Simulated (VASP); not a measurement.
# Hf (P6_3/mmc) in VASP: notebook

The runs below take Hf through single point, relaxation of cell and atoms, with PBEsol.

Program: VASP 6.6.1. These are calculated values, not measurements. Logs are shortened: lines on timing, memory, paths and dates and some standing lists are left out, and cuts for length are marked.

## Step 1: The cell of the first run

Symmetry: P6_3/mmc, No. 194, hexagonal system. Conventional cell: a = 3.160 Å, b = 3.160 Å, c = 4.996 Å, α = 90.00°, β = 90.00°, γ = 120.00°. Within 4.1 Å of Hf (site symmetry -6m2) lie 12 Hf at 3.09 to 3.16 Å.

## Step 2: Single point, PBEsol

INCAR

```
SYSTEM = Hf
PREC = Accurate
ENCUT = 500
EDIFF = 1E-6
ISMEAR = 0
SIGMA = 0.1
LREAL = .FALSE.
LASPH = .TRUE.
NELM = 120
ALGO = Normal
ISIF = 2
LWAVE = .FALSE.
LCHARG = .TRUE.
GGA = PS
LELF = .TRUE.
LVHAR = .TRUE.
NBANDS = 17
GGA_COMPAT = .FALSE.
```

KPOINTS

```
regular mesh
0
G
  15 15 8
  0 0 0
```

POSCAR

```
Hf
1.0
    3.1601951709      0.0000000000      0.0000000000
   -1.5800975854      2.7368092989      0.0000000000
    0.0000000000      0.0000000000      4.9961742501
Hf
2
Direct
    0.3333333333      0.6666666667      0.2500000000
    0.6666666667      0.3333333333      0.7500000000
```

Potentials or basis: VASP PAW PBE potentials, release 64 (Hf_pv).

Started as:

```
$ cat potpaw_PBE.64/Hf_pv/POTCAR > POTCAR
$ mpirun -np 1 vasp_std > vasp.out
```

OUTCAR:

```text
SYSTEM = Hf
   PREC = Accurate
   ENCUT = 500
   EDIFF = 1E-6
   ISMEAR = 0
   LREAL = .FALSE.
   LASPH = .TRUE.
   NELM = 120
   ISIF = 2
   GGA = PS

 ion  position               nearest neighbor table
   1  0.333  0.667  0.250-   2 3.09   2 3.09   2 3.09   2 3.09   2 3.09   2 3.09
   2  0.667  0.333  0.750-   1 3.09   1 3.09   1 3.09   1 3.09   1 3.09   1 3.09

  LATTYP: Found a hexagonal cell.
 ALAT       =     3.1601951709
 C/A-ratio  =     1.5809701553

  Lattice vectors:

 A1 = (   3.1601951709,   0.0000000000,   0.0000000000)
 A2 = (  -1.5800975854,   2.7368092989,   0.0000000000)
 A3 = (   0.0000000000,   0.0000000000,   4.9961742501)

Analysis of symmetry for initial positions (statically):
=====================================================================
 Subroutine PRICEL returns:
 Original cell was already a primitive cell.

 Routine SETGRP: Setting up the symmetry group for a
 hexagonal supercell.

 Subroutine GETGRP returns: Found 24 space group operations
 (whereof 12 operations were pure point group operations)
 out of a pool of 24 trial point group operations.

The static configuration has the point symmetry D_3d.
 The point group associated with its full space group is D_6h.

Analysis of symmetry for dynamics (positions and initial velocities):
=====================================================================
 Subroutine PRICEL returns:
 Original cell was already a primitive cell.

 Routine SETGRP: Setting up the symmetry group for a
 hexagonal supercell.

 Subroutine GETGRP returns: Found 24 space group operations
 (whereof 12 operations were pure point group operations)
 out of a pool of 24 trial point group operations.

The dynamic configuration has the point symmetry D_3d.
 The point group associated with its full space group is D_6h.

 Subroutine INISYM returns: Found 24 space group operations
 (whereof 12 operations are pure point group operations),
 and found     1 'primitive' translations

----------------------------------------------------------------------------------------

                                     Primitive cell

  volume of cell :      43.2112

  direct lattice vectors                    reciprocal lattice vectors
     3.160195171  0.000000000  0.000000000     0.316436152  0.182694498  0.000000000
    -1.580097585  2.736809299  0.000000000     0.000000000  0.365388995  0.000000000
     0.000000000  0.000000000  4.996174250     0.000000000  0.000000000  0.200153147

  length of vectors
     3.160195171  3.160195171  4.996174250     0.365388995  0.365388995  0.200153147

  position of ions in fractional coordinates (direct lattice)
     0.333333333  0.666666667  0.250000000
     0.666666667  0.333333333  0.750000000

  ion indices of the primitive-cell ions
   primitive index   ion index
                 1           1
                 2           2

----------------------------------------------------------------------------------------

 KPOINTS: regular mesh

Automatic generation of k-mesh.
 Grid dimensions read from file:
 generate k-points for:   15   15    8

 Generating k-lattice:

  Cartesian coordinates                     Fractional coordinates (reciprocal lattice)
     0.021095743  0.012179633  0.000000000     0.066666667  0.000000000  0.000000000
     0.000000000  0.024359266  0.000000000     0.000000000  0.066666667  0.000000000
     0.000000000  0.000000000  0.025019143     0.000000000  0.000000000  0.125000000

  Length of vectors
     0.024359266  0.024359266  0.025019143

  Shift w.r.t. Gamma in fractional coordinates (k-lattice)
     0.000000000  0.000000000  0.000000000

 Subroutine IBZKPT returns following result:
 ===========================================

 Found    135 irreducible k-points:

 Following reciprocal coordinates:
            Coordinates               Weight
  0.000000  0.000000  0.000000      1.000000
  0.066667  0.000000  0.000000      6.000000
  0.133333  0.000000  0.000000      6.000000
  0.200000  0.000000  0.000000      6.000000
  0.266667  0.000000  0.000000      6.000000
  0.333333  0.000000  0.000000      6.000000
[... 16 lines left out ...]
  0.333333  0.200000  0.000000     12.000000
  0.400000  0.200000  0.000000      6.000000
 [... further k-points ...]
   k-points           NKPTS =    135   k-points in BZ     NKDIM =    135   number of bands    NBANDS=     17
   number of dos      NEDOS =    301   number of ions     NIONS =      2
   total plane-waves  NPLWV =  20736
   dimension x,y,z NGX =    24 NGY =   24 NGZ =   36
   dimension x,y,z NGXF=    48 NGYF=   48 NGZF=   72
   ions per type =               2
   NGX,Y,Z   is equivalent  to a cutoff of  12.63, 12.63, 11.98 a.u.
   NGXF,Y,Z  is equivalent  to a cutoff of  25.25, 25.25, 23.96 a.u.
 SYSTEM =  Hf
   PREC   = accura    normal or accurate (medium, high low for compatibility)
   ISTART =      0    job   : 0-new  1-cont  2-samecut
   ICHARG =      2    charge: 1-file 2-atom 10-const
   ISPIN  =      1    spin polarized calculation?
   LNONCOLLINEAR =      F non collinear calculations
   LSORBIT =      F    spin-orbit coupling
   LASPH  =      T    aspherical Exc in radial PAW
   ENCUT  =  500.0 eV  36.75 Ry    6.06 a.u.   5.76  5.76  9.11*2*pi/ulx,y,z
   NELM   =    120;   NELMIN=  2; NELMDL= -5     # of ELM steps
   EDIFF  = 0.1E-05   stopping-criterion for ELM
   LREAL  =      F    real-space projection
   EDIFFG = 0.1E-04   stopping-criterion for IOM
   NSW    =      0    number of steps for IOM
   IBRION =     -1    ionic relax: 0-MD 1-quasi-New 2-CG
   NFREE  =      0    steps in history (QN), initial steepest desc. (CG)
   ISIF   =      2    stress and relaxation
   ISYM   =      2    0-nonsym 1-usesym 2-fastsym
   POTIM  = 0.5000    time-step for ionic-motion
   TEBEG  =    0.0;   TEEND  =   0.0 temperature during run
   PSTRESS=    0.0 pullay stress
   NELECT =      20.0000    total number of electrons
   NUPDOWN=      -1.0000    fix difference up-down
   EMIN   =  10.00;   EMAX   =-10.00  energy-range for DOS
   EFERMI =   0.00;   METHOD = LEGACY
   ISMEAR =     0;   SIGMA  =   0.10  broadening in eV -4-tet -1-fermi 0-gaus
   EFERMI_NEDOS =   21; number of points for ismear=-14 and -15
   IALGO  =     38    algorithm
   IMIX   =      4    mixing-type and parameters
     AMIX     =   0.40;   BMIX     =  1.00
     AMIX_MAG =   1.60;   BMIX_MAG =  1.00
  volume/ion in A,a.u.               =      21.61       145.80
  Fermi-wavevector in a.u.,A,eV,Ry     =   1.266347  2.393049 21.818785  1.603635
  Thomas-Fermi vector in A             =   2.399553
   LORBIT       =      0    0 simple, 1 ext, 2 COOP (PROOUT), +10 PAW based schemes
   GGA     = PS    functional components
   LHFCALC =     F    Hartree Fock is set to
   AEXX    =    0.0000 exact exchange contribution
   IVDW    =     0    specifies the selected vdW correction
   LEPSILON=     F    determine dielectric tensor
   LRPA    =     F    only Hartree local field effects (RPA)
 non-spin polarized calculation
 Gauss-broadening in eV      SIGMA  =   0.10
  energy-cutoff  :      500.00
  volume of cell :       43.21
 maximum number of plane-waves:      1118
 NGX is ok and might be reduce to    24
   NGX = 11   NGY = 11   NGZ = 19

 number of electron      19.9999997 magnetization

 Free energy of the ion-electron system (eV)
  ---------------------------------------------------
  ext. energy  EPLUGINS =         0.00000000
  ---------------------------------------------------
  free energy    TOTEN  =       -21.01000363 eV

  energy without entropy =      -21.00256058  energy(sigma->0) =      -21.00628211

 E-fermi :   5.0075     XC(G=0): -11.5516

 val. band max:        4.9874729099   @ k =   0.0667   0.0667   0.1250
 cond. band min:       5.0204020568   @ k =   0.0667   0.0000   0.5000
 fundamental gap:      0.0329291469
 Fermi energy:         5.0074553934

 k-point     1 :       0.0000    0.0000    0.0000
  band No.  band energies     occupation
      1     -26.0109      2.00000
      2     -25.1685      2.00000
      3     -25.1685      2.00000
      4     -25.0285      2.00000
      5     -25.0242      2.00000
      6     -25.0242      2.00000
[... 9 lines left out ...]
     16       7.6854      0.00000
     17      10.5148      0.00000

 k-point     2 :       0.0667    0.0000    0.0000
  band No.  band energies     occupation
      1     -25.9979      2.00000
      2     -25.1965      2.00000
      3     -25.1779      2.00000
      4     -25.0539      2.00000
      5     -25.0344      2.00000
      6     -25.0278      2.00000
[... 9 lines left out ...]
     16       7.5485      0.00000
     17      10.6286      0.00000

 k-point     3 :       0.1333    0.0000    0.0000
  band No.  band energies     occupation
      1     -25.9599      2.00000
      2     -25.2758      2.00000
      3     -25.2040      2.00000
      4     -25.1364      2.00000
      5     -25.0525      2.00000
      6     -25.0387      2.00000
[... 9 lines left out ...]
     16       7.5340      0.00000
     17      10.8921      0.00000

 k-point     4 :       0.2000    0.0000    0.0000
  band No.  band energies     occupation
      1     -25.9002      2.00000
      2     -25.3926      2.00000
      3     -25.2538      2.00000
      4     -25.2410      2.00000
      5     -25.0826      2.00000
      6     -25.0558      2.00000
[... 9 lines left out ...]
     16       8.1310      0.00000
     17      11.1796      0.00000
[... 343 lines left out ...]
      1     -25.6702      2.00000
      2     -25.6381      2.00000
      3     -25.5916      2.00000
      4     -25.3868      2.00000
      5     -25.2458      2.00000
      6     -25.2298      2.00000
[... 9 lines left out ...]
     16      11.1921      0.00000
     17      11.5568      0.00000

 k-point    23 :       0.3333    0.2000    0.0000
  band No.  band energies     occupation
      1     -25.7280      2.00000
      2     -25.5925      2.00000
      3     -25.5650      2.00000
      4     -25.4501      2.00000
      5     -25.3023      2.00000
      6     -25.2599      2.00000
[... 9 lines left out ...]
     16      11.1744      0.00000
     17      12.1342      0.00000

 k-point    24 :       0.4000    0.2000    0.0000
  band No.  band energies     occupation
      1     -25.7482      2.00000
      2     -25.5850      2.00000
      3     -25.5295      2.00000
      4     -25.4808      2.00000
      5     -25.3320      2.00000
      6     -25.2702      2.00000
[... 9 lines left out ...]
     16      11.1673      0.00000
     17      11.6662      0.00000

 [... further k-points ...]
[... 5 lines left out ...]
  --------------------------------------------------------------------------------------
  -------------------------------------------------------------------------------------
  Total       -0.0887492     -0.0887492     -0.1239499     -0.0000000      0.0000000      0.0000000
  in kB       -3.2906304     -3.2906304     -4.5957963     -0.0000000      0.0000000      0.0000000
  external PRESSURE =      -3.7256857 kB  Pullay stress =       0.0000000 kB

 VOLUME and BASIS-vectors are now :
 -----------------------------------------------------------------------------
  energy-cutoff  :      500.00
  volume of cell :       43.21
      direct lattice vectors                 reciprocal lattice vectors
     3.160195171  0.000000000  0.000000000     0.316436152  0.182694498  0.000000000
    -1.580097585  2.736809299  0.000000000     0.000000000  0.365388995  0.000000000
     0.000000000  0.000000000  4.996174250     0.000000000  0.000000000  0.200153147

 POSITION                                       TOTAL-FORCE (eV/Angst)
 -----------------------------------------------------------------------------------
     -0.00000      1.82454      1.24904         0.000000      0.000000      0.000000
      1.58010      0.91227      3.74713        -0.000000     -0.000000      0.000000
 -----------------------------------------------------------------------------------
    total drift:                               -0.000000      0.000000     -0.000000

  FREE ENERGIE OF THE ION-ELECTRON SYSTEM (eV)
  ---------------------------------------------------
  free  energy   TOTEN  =       -21.0100036334 eV

  energy  without entropy=      -21.0025605834  energy(sigma->0) =      -21.00628211
```

Run time: 24 s. Hardware: 1 thread of Intel Xeon 6975P-C (Granite Rapids), shared host; peak memory 0.2 GiB.

What came out:

| Item | Value |
| --- | --- |
| Free energy | -21.0100 eV |
| Pressure | -0.4 GPa |
| Band gap on the k mesh | zero (band 10 reaches 6.17 eV, above the bottom of band 11 at 4.56 eV) |

Levels at points of the mesh, in eV from the Fermi level:
```
           k point  band 7  band 8  band 9  band 10  band 11  band 12  band 13  band 14
(0.00, 0.00, 0.00)   -7.51   -3.83    0.80     1.17     1.17     1.47     2.03     2.03
(0.00, 0.00, 0.50)   -5.46   -5.46    0.13     0.13     1.05     1.05     1.05     1.05
```

Caveat: the PAW data sets were made with another functional, which shifts forces and pressure a little; spin-orbit coupling is left out, which moves the levels of the heavy elements.

[end of part 1 of 2]
